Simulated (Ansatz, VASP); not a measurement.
**K: VASP beside Ansatz**

```xyz
1
Lattice="0.0000 3.3919 3.3919 3.3919 0.0000 3.3919 3.3919 3.3919 0.0000" Properties=species:S:1:pos:R:3 pbc="T T T"
K     0.0000    0.0000    0.0000
```

Alike in both runs: task single point; functional PBEsol; k mesh 11 × 11 × 11; occupations fermi-dirac, width 0.05 eV; no spin polarisation.

```csv
,VASP,Ansatz
version,VASP 6.6.1,Ansatz 0.2.0
potentials or method,"VASP PAW PBE potentials, release 64 (K_sv), cutoff 520 eV","all-electron LAPW, scalar-relativistic"
```

|  | VASP | Ansatz | Ansatz less VASP |
| --- | --- | --- | --- |
| pressure (GPa) | -0.3 | -0.3 | +0.01 |

VASP's potentials were made for PBE, not for PBEsol. Ansatz ran all-electron here, and VASP with PAW potentials.
